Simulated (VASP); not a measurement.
# ZnS (P1) in VASP: further runs

The runs below take ZnS through single point, with r2SCAN.

Everything below comes from runs of VASP 6.6.1. Logs are shortened: lines on timing, memory, paths and dates and some standing lists are left out, and cuts for length are marked.

## 1. The cell of the first run

The typed cell holds 8 atoms: a = 3.738 Å, b = 3.694 Å, c = 11.991 Å, α = 89.44°, β = 87.84°, γ = 119.21°.

## 2. Single point, r2SCAN (atoms moved at random and the cell strained at random)

POSCAR

```
ZnS
1.0
    3.7376082103      0.0378129430      0.0695642031
   -1.8360571359      3.2058767204      0.0179532505
    0.2278346091      0.1994367094     11.9867779211
Zn S
4 4
Direct
   -0.0309490185     -0.0159319851      0.0137491933
    0.0275286549      0.0232139677      0.4833136877
    0.3469228155      0.7517114952      0.2209787892
    0.5788887119      0.1691451795      0.7745729409
   -0.0390853838     -0.0534383980      0.2100591064
    0.0192086110      0.0025832217      0.6996843861
    0.2749185393      0.7362676747      0.4187502046
    0.8225670697      0.3864488443      0.9288916919
```

INCAR.step1

```
PREC = Accurate
ENCUT = 520
ISMEAR = 0
SIGMA = 0.05
LREAL = F
LASPH = T
NELM = 80
NBANDS = 46
GGA = PE
ALGO = Normal
EDIFF = 1E-4
LWAVE = T
LCHARG = F
```

INCAR.step2

```
PREC = Accurate
ENCUT = 520
EDIFF = 1E-6
ISMEAR = 0
SIGMA = 0.05
LREAL = F
LASPH = T
NELM = 80
ALGO = Normal
ISIF = 2
LWAVE = F
LCHARG = F
METAGGA = R2SCAN
LMIXTAU = T
NBANDS = 46
ISTART = 1
```

KPOINTS

```
regular mesh
0
Gamma
  6 6 2
```

Potentials or basis: VASP PAW PBE potentials, release 64 (Zn, S).

Launch:

```
$ cat potpaw_PBE.64/Zn/POTCAR potpaw_PBE.64/S/POTCAR > POTCAR
$ cp INCAR.step1 INCAR
$ mpirun -np 1 vasp_std > vasp.out
$ cp INCAR.step2 INCAR
$ mpirun -np 1 vasp_std > vasp.out
```

OUTCAR:

```text
PREC = Accurate
   ENCUT = 520
   EDIFF = 1E-6
   ISMEAR = 0
   LREAL = F
   LASPH = T
   NELM = 80
   ISIF = 2
   METAGGA = R2SCAN
   ISTART = 1

 ion  position               nearest neighbor table
   1  0.969  0.984  0.014-   8 2.09   8 2.26   5 2.35   8 2.92
   2  0.028  0.023  0.483-   7 1.87   7 2.43   6 2.59   7 2.63
   3  0.347  0.752  0.221-   5 1.91   5 2.04   7 2.37   5 2.60
   4  0.579  0.169  0.775-   8 2.08   6 2.11   6 2.19   6 2.81
   5  0.961  0.947  0.210-   3 1.91   3 2.04   1 2.35   3 2.60
   6  0.019  0.003  0.700-   4 2.11   4 2.19   2 2.59   4 2.81
   7  0.275  0.736  0.419-   2 1.87   3 2.37   2 2.43   2 2.63
   8  0.823  0.386  0.929-   4 2.08   1 2.09   1 2.26   1 2.92

  LATTYP: Found a triclinic cell.
 ALAT       =     6.4507612004
 B/A-ratio  =     0.5727177244
 C/A-ratio  =     1.8587886457
 COS(alpha) =     0.0098479680
 COS(beta)  =     0.0331674916
 COS(gamma) =     0.8626242010

  Lattice vectors:

 A1 = (   0.0654939385,   6.4495663838,   0.1054707041)
 A2 = (  -1.8360571359,   3.2058767204,   0.0179532505)
 A3 = (   0.2278346091,   0.1994367094,  11.9867779211)

Analysis of symmetry for initial positions (statically):
=====================================================================
 Subroutine PRICEL returns:
 Original cell was already a primitive cell.

 Routine SETGRP: Setting up the symmetry group for a
 triclinic supercell.

 Subroutine GETGRP returns: Found  1 space group operations
 (whereof  1 operations were pure point group operations)
 out of a pool of  2 trial point group operations.

The static configuration has the point symmetry C_1 .

Analysis of symmetry for dynamics (positions and initial velocities):
=====================================================================
 Subroutine PRICEL returns:
 Original cell was already a primitive cell.

 Routine SETGRP: Setting up the symmetry group for a
 triclinic supercell.

 Subroutine GETGRP returns: Found  1 space group operations
 (whereof  1 operations were pure point group operations)
 out of a pool of  2 trial point group operations.

The dynamic configuration has the point symmetry C_1 .

 Subroutine INISYM returns: Found  1 space group operations
 (whereof  1 operations are pure point group operations),
 and found     1 'primitive' translations

----------------------------------------------------------------------------------------

                                     Primitive cell

  volume of cell :     144.3720

  direct lattice vectors                    reciprocal lattice vectors
     3.737608210  0.037812943  0.069564203     0.266149622  0.152470703 -0.007595565
    -1.836057136  3.205876720  0.017953251    -0.003043400  0.310212730 -0.005103491
     0.227834609  0.199436709 11.986777921    -0.001540017 -0.001349473  0.083476979

  length of vectors
     3.738446754  3.694465276 11.990601675     0.306823450  0.310269634  0.083502088

  position of ions in fractional coordinates (direct lattice)
     0.969050981  0.984068015  0.013749193
     0.027528655  0.023213968  0.483313688
     0.346922816  0.751711495  0.220978789
     0.578888712  0.169145179  0.774572941
     0.960914616  0.946561602  0.210059106
     0.019208611  0.002583222  0.699684386
     0.274918539  0.736267675  0.418750205
     0.822567070  0.386448844  0.928891692

  ion indices of the primitive-cell ions
   primitive index   ion index
                 1           1
                 2           2
                 3           3
                 4           4
                 5           5
                 6           6
                 7           7
                 8           8

----------------------------------------------------------------------------------------

 KPOINTS: regular mesh

Automatic generation of k-mesh.
 Grid dimensions read from file:
 generate k-points for:    6    6    2

 Generating k-lattice:

  Cartesian coordinates                     Fractional coordinates (reciprocal lattice)
     0.044358270  0.025411784 -0.001265927     0.166666667 -0.000000000 -0.000000000
    -0.000507233  0.051702122 -0.000850582    -0.000000000  0.166666667 -0.000000000
    -0.000770009 -0.000674736  0.041738489    -0.000000000 -0.000000000  0.500000000

  Length of vectors
     0.051137242  0.051711606  0.041751044

  Shift w.r.t. Gamma in fractional coordinates (k-lattice)
     0.000000000  0.000000000  0.000000000

 Subroutine IBZKPT returns following result:
 ===========================================

 Found     40 irreducible k-points:

 Following reciprocal coordinates:
            Coordinates               Weight
  0.000000  0.000000  0.000000      1.000000
  0.166667 -0.000000  0.000000      2.000000
  0.333333 -0.000000  0.000000      2.000000
  0.500000 -0.000000  0.000000      1.000000
 -0.000000  0.166667  0.000000      2.000000
  0.166667  0.166667  0.000000      2.000000
[... 16 lines left out ...]
  0.333333 -0.000000  0.500000      2.000000
  0.500000  0.000000  0.500000      1.000000
 [... further k-points ...]
   k-points           NKPTS =     40   k-points in BZ     NKDIM =     40   number of bands    NBANDS=     46
   number of dos      NEDOS =    301   number of ions     NIONS =      8
   total plane-waves  NPLWV =  70560
   dimension x,y,z NGX =    28 NGY =   28 NGZ =   90
   dimension x,y,z NGXF=    56 NGYF=   56 NGZF=  180
   ions per type =               4   4
   NGX,Y,Z   is equivalent  to a cutoff of  12.45, 12.60, 12.48 a.u.
   NGXF,Y,Z  is equivalent  to a cutoff of  24.90, 25.20, 24.96 a.u.
 SYSTEM =  unknown system
   PREC   = accura    normal or accurate (medium, high low for compatibility)
   ISTART =      1    job   : 0-new  1-cont  2-samecut
   ICHARG =      0    charge: 1-file 2-atom 10-const
   ISPIN  =      1    spin polarized calculation?
   LNONCOLLINEAR =      F non collinear calculations
   LSORBIT =      F    spin-orbit coupling
   LASPH  =      T    aspherical Exc in radial PAW
   ENCUT  =  520.0 eV  38.22 Ry    6.18 a.u.   6.95  6.87 22.29*2*pi/ulx,y,z
   NELM   =     80;   NELMIN=  2; NELMDL=  0     # of ELM steps
   EDIFF  = 0.1E-05   stopping-criterion for ELM
   LREAL  =      F    real-space projection
   EDIFFG = 0.1E-04   stopping-criterion for IOM
   NSW    =      0    number of steps for IOM
   IBRION =     -1    ionic relax: 0-MD 1-quasi-New 2-CG
   NFREE  =      0    steps in history (QN), initial steepest desc. (CG)
   ISIF   =      2    stress and relaxation
   ISYM   =      2    0-nonsym 1-usesym 2-fastsym
   POTIM  = 0.5000    time-step for ionic-motion
   TEBEG  =    0.0;   TEEND  =   0.0 temperature during run
   PSTRESS=    0.0 pullay stress
   NELECT =      72.0000    total number of electrons
   NUPDOWN=      -1.0000    fix difference up-down
   EMIN   =  10.00;   EMAX   =-10.00  energy-range for DOS
   EFERMI =   0.00;   METHOD = LEGACY
   ISMEAR =     0;   SIGMA  =   0.05  broadening in eV -4-tet -1-fermi 0-gaus
   EFERMI_NEDOS =   21; number of points for ismear=-14 and -15
   IALGO  =     38    algorithm
   IMIX   =      4    mixing-type and parameters
     AMIX     =   0.40;   BMIX     =  1.00
     AMIX_MAG =   1.60;   BMIX_MAG =  1.00
  volume/ion in A,a.u.               =      18.05       121.78
  Fermi-wavevector in a.u.,A,eV,Ry     =   1.298249  2.453335 22.931947  1.685451
  Thomas-Fermi vector in A             =   2.429589
   LORBIT       =      0    0 simple, 1 ext, 2 COOP (PROOUT), +10 PAW based schemes
   METAGGA = R2SCAN    functional components
   LHFCALC =     F    Hartree Fock is set to
   AEXX    =    0.0000 exact exchange contribution
   IVDW    =     0    specifies the selected vdW correction
   LEPSILON=     F    determine dielectric tensor
   LRPA    =     F    only Hartree local field effects (RPA)
 non-spin polarized calculation
 Gauss-broadening in eV      SIGMA  =   0.05
  energy-cutoff  :      520.00
  volume of cell :      144.37
 maximum number of plane-waves:      3905
   NGX = 13   NGY = 13   NGZ = 45

 number of electron      71.9999978 magnetization

 Free energy of the ion-electron system (eV)
  ---------------------------------------------------
  ext. energy  EPLUGINS =         0.00000000
  ---------------------------------------------------
  free energy    TOTEN  =       -70.20141510 eV

  energy without entropy =      -70.20141510  energy(sigma->0) =      -70.20141510

 E-fermi :   3.8240     XC(G=0): -10.7164

 val. band max:        3.5635698869   @ k =   0.0000   0.0000   0.5000
 cond. band min:       5.0447192686   @ k =   0.0000   0.5000   0.0000
 fundamental gap:      1.4811493816
 Fermi energy:         3.8239798845

 k-point     1 :       0.0000    0.0000    0.0000
  band No.  band energies     occupation
      1     -13.0301      2.00000
      2     -11.5546      2.00000
      3     -11.0108      2.00000
      4      -9.7936      2.00000
      5      -6.0481      2.00000
      6      -5.6960      2.00000
[... 38 lines left out ...]
     45       9.8279      0.00000
     46      10.0651      0.00000

 k-point     2 :       0.1667   -0.0000    0.0000
  band No.  band energies     occupation
      1     -12.7978      2.00000
      2     -11.3950      2.00000
      3     -10.8799      2.00000
      4      -9.6438      2.00000
      5      -6.2506      2.00000
      6      -5.5095      2.00000
[... 38 lines left out ...]
     45      10.0858      0.00000
     46      10.3471      0.00000

 k-point     3 :       0.3333   -0.0000    0.0000
  band No.  band energies     occupation
      1     -12.2417      2.00000
      2     -11.0445      2.00000
      3     -10.6148      2.00000
      4      -9.3088      2.00000
      5      -6.5560      2.00000
      6      -5.6043      2.00000
[... 1018 lines left out ...]
     45      10.5744      0.00000
     46      10.7674      0.00000

 k-point    24 :       0.5000    0.0000    0.5000
  band No.  band energies     occupation
      1     -11.8882      2.00000
      2     -10.8539      2.00000
      3     -10.4888      2.00000
      4      -9.1177      2.00000
      5      -6.7315      2.00000
      6      -5.6907      2.00000
[... 38 lines left out ...]
     45      10.7198      0.00000
     46      11.1041      0.00000

 [... further k-points ...]
[... 5 lines left out ...]
  --------------------------------------------------------------------------------------
  -------------------------------------------------------------------------------------
  Total       30.7878210      8.7133937     11.3044061     -9.8473424      3.4871010     -1.0880212
  in kB      341.6697888     96.6974372    125.4513608   -109.2815045     38.6983234    -12.0743835
  external PRESSURE =     187.9395289 kB  Pullay stress =       0.0000000 kB

 VOLUME and BASIS-vectors are now :
 -----------------------------------------------------------------------------
  energy-cutoff  :      520.00
  volume of cell :      144.37
      direct lattice vectors                 reciprocal lattice vectors
     3.737608210  0.037812943  0.069564203     0.266149622  0.152470703 -0.007595565
    -1.836057136  3.205876720  0.017953251    -0.003043400  0.310212730 -0.005103491
     0.227834609  0.199436709 11.986777921    -0.001540017 -0.001349473  0.083476979

 POSITION                                       TOTAL-FORCE (eV/Angst)
 -----------------------------------------------------------------------------------
      1.81826      3.19419      0.24989         1.341990     -0.811071      0.616628
      0.17038      0.17185      5.79571        -6.205963      3.912046      3.810958
     -0.03318      2.46708      2.68645         3.112494     -3.454930      1.484562
      2.02957      0.71863      9.32794         0.036601      0.491292     -1.886121
      1.90144      3.11279      2.60177        -3.291886      3.622513     -2.718244
      0.22646      0.14855      8.38834        -0.700644     -1.147018     -2.167873
     -0.22889      2.45429      5.05181         6.736577     -4.164795     -1.504405
      2.57652      1.45527     11.19858        -1.029169      1.551963      2.364496
 -----------------------------------------------------------------------------------
    total drift:                                0.026714      0.065772      0.006221

  FREE ENERGIE OF THE ION-ELECTRON SYSTEM (eV)
  ---------------------------------------------------
  free  energy   TOTEN  =       -70.2014151025 eV

  energy  without entropy=      -70.2014151025  energy(sigma->0) =      -70.20141510
```

It took 16 min on 1 thread of Oxide Virtual Turin-like, shared host; peak memory 0.36 GiB.

What came out:

| Item | Value |
| --- | --- |
| Free energy | -70.2014 eV |
| Pressure | 18.8 GPa |
| Largest force | 8.267 eV/Å |
| Band gap on the k mesh | 1.48 eV (least direct gap 1.76 eV) |

Forces on the atoms (eV/Å):
```
Zn   1.342 -0.811  0.617
Zn  -6.206  3.912  3.811
Zn   3.112 -3.455  1.485
Zn   0.037  0.491 -1.886
S   -3.292  3.623 -2.718
S   -0.701 -1.147 -2.168
S    6.737 -4.165 -1.504
S   -1.029  1.552  2.364
```

Caveat: the cell differs from its parent crystal (atoms moved at random and the cell strained at random); the stress differs along the axes, from 10 to 34 GPa; the PAW data sets were made with another functional, which shifts forces and pressure a little.

## 3. Single point, r2SCAN (atoms moved at random and the cell strained at random)

POSCAR

```
ZnS
1.0
    3.7642782015      0.0366651780      0.0825883036
   -1.8503861252      3.3529696023     -0.0287775709
    0.2704907558      0.0473357170     12.7135774675
Zn S
4 4
Direct
    0.0200529728      0.0373821448     -0.0096846658
    0.0078088171      0.0139550761      0.5001989794
    0.3431683849      0.7058577115      0.2564583632
    0.6686543885      0.3240886318      0.7459070752
    0.0114955637      0.0043884633      0.1843686199
   -0.0107775845     -0.0321032314      0.6894087900
    0.3163770865      0.6142127834      0.4464951255
    0.6432203710      0.3322184205      0.9368477127
```

INCAR.step1

```
ALGO = Normal ; EDIFF = 1E-4
ENCUT = 520 ; GGA = PE
ISMEAR = 0 ; LASPH = T
LCHARG = F ; LREAL = F
LWAVE = T ; NBANDS = 46
NELM = 80 ; PREC = Accurate
SIGMA = 0.05
```

INCAR.step2

```
ALGO = Normal ; EDIFF = 1E-6
ENCUT = 520 ; ISIF = 2
ISMEAR = 0 ; ISTART = 1
LASPH = T ; LCHARG = T
LELF = T ; LMIXTAU = T
LREAL = F ; LVHAR = T
LWAVE = F ; METAGGA = R2SCAN
NBANDS = 46 ; NELM = 80
PREC = Accurate ; SIGMA = 0.05
```

KPOINTS

```
k-points
0
Gamma
  6 6 2
```

Potentials or basis: VASP PAW PBE potentials, release 64 (Zn, S).

Launch:

```
$ cat potpaw_PBE.64/Zn/POTCAR potpaw_PBE.64/S/POTCAR > POTCAR
$ cp INCAR.step1 INCAR
$ mpirun -np 1 vasp_std > vasp.out
$ cp INCAR.step2 INCAR
$ mpirun -np 1 vasp_std > vasp.out
```

It took 19 min on 1 thread of Oxide Virtual Turin-like, shared host; peak memory 0.39 GiB.

The run converged. Its results:

| Item | Value |
| --- | --- |
| Free energy | -74.8477 eV |
| Pressure | -0.7 GPa |
| Largest force | 2.218 eV/Å |
| Band gap on the k mesh | 2.42 eV |

Forces in eV/Å, atoms in the order of the input:
```
Zn  -1.102 -1.050  0.885
Zn  -0.011 -1.866  0.651
Zn   0.389 -0.588 -0.245
Zn  -0.250 -0.317  0.403
S   -0.447  0.434  0.263
S    0.191  0.389 -0.320
S    0.026  2.001 -0.956
S    1.205  0.997 -0.682
```

Stress tensor (GPa, compression positive):
```
 1.31 -0.01 -1.68
-0.01  0.24 -2.07
-1.68 -2.07 -3.76
```

Levels at points of the mesh, in eV from the valence-band top:
```csv
k point,band 33,band 34,band 35,band 36,band 37,band 38,band 39,band 40
"(0.00, 0.00, 0.00)",-0.36,-0.23,-0.03,0.00,2.42,3.40,3.65,4.09
"(0.50, 0.00, 0.00)",-1.69,-1.54,-1.28,-0.82,3.43,3.64,3.94,4.56
"(0.00, 0.50, 0.00)",-1.65,-1.49,-1.22,-0.82,3.46,3.82,4.23,4.75
"(0.50, 0.50, 0.00)",-1.75,-1.64,-1.22,-0.98,3.25,3.42,4.00,4.18
"(0.00, 0.00, 0.50)",-0.41,-0.27,-0.07,-0.05,3.16,3.30,3.44,3.86
"(0.50, 0.00, 0.50)",-1.78,-1.56,-1.34,-0.91,3.73,3.86,4.25,4.42
"(0.00, 0.50, 0.50)",-1.77,-1.44,-1.31,-0.89,3.93,4.15,4.37,4.52
"(0.50, 0.50, 0.50)",-1.70,-1.50,-1.43,-1.10,3.49,3.68,4.04,4.30
```

Caveat: the cell differs from its parent crystal (atoms moved at random and the cell strained at random); the stress differs along the axes, from -4 to 1 GPa; the PAW data sets were made with another functional, which shifts forces and pressure a little.
